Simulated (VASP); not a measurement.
The system is GaN.

```
Ga N
1.0
     0.00000    2.26842    2.26842
     2.26842    0.00000    2.26842
     2.26842    2.26842    0.00000
Ga N
1 1
Direct
  0.00000 0.00000 0.00000
  0.25000 0.25000 0.25000
```

Base run:

```yaml
Program: VASP 6.6.1
Functional: revPBE
Dispersion: D3(BJ)
Potentials_or_basis: VASP PAW PBE potentials, release 64 (Ga_d, N)
Cutoff: 520 eV
k_mesh: 10 × 10 × 10
Occupations: fermi-dirac, width 0.05 eV
Spin: no spin polarisation
```

Its results: band gap on the k mesh 1.64 eV, direct; pressure -2.9 GPa.

Problem. The run is repeated on the same cell with these changes: functional from revPBE to BLYP. What comes out?

Solution. Band gap on the k mesh 1.68 eV, direct; pressure 0.2 GPa.

Caveats: the PAW data sets were made with another functional, which shifts forces and pressure a little.

